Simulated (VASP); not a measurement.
# Cs: single point with PBEsol

The system is Cs.

```
Cs
1.0
     4.37079    0.00000    0.00000
     0.00000    4.37079    0.00000
     0.00000    0.00000    4.37079
Cs
1
Cartesian
  0.0000 0.0000 0.0000
```

This cell differs from its parent crystal: volume scaled by 0.7.

```
Program                : VASP 6.6.1
Task                   : single point
Functional             : PBEsol
Potentials or basis    : VASP PAW PBE potentials, release 64 (Cs_sv)
Cutoff                 : 520 eV
k mesh                 : 8 × 8 × 8
Occupations            : fermi-dirac, width 0.08 eV
Spin                   : no spin polarisation
Dipole correction      : no
Further INCAR settings : ALGO = Normal; EDIFF = 1e-06; NBANDS = 10
```

```
Pressure : 0.8 GPa
```

Levels at points of the mesh, in eV from the Fermi level:
```csv
k point,band 2,band 3,band 4,band 5,band 6,band 7,band 8,band 9
"(0.00, 0.00, 0.00)",-10.47,-10.47,-10.47,-1.94,1.19,1.19,5.45,5.45
"(0.50, 0.00, 0.00)",-11.02,-10.42,-10.42,-0.12,0.78,1.77,3.31,3.31
"(0.50, 0.50, 0.00)",-10.94,-10.94,-10.37,-0.14,1.49,2.99,2.99,3.83
"(0.50, 0.50, 0.50)",-10.86,-10.86,-10.86,0.84,0.84,0.84,3.29,5.82
```

Wall time 34 s on 1 thread of Intel Xeon 6975P-C, with other jobs on the host, peak memory 0.2 GiB.

Caveat: the PAW data sets were made with another functional, which shifts forces and pressure a little; spin-orbit coupling is left out, which moves the levels of the heavy elements.
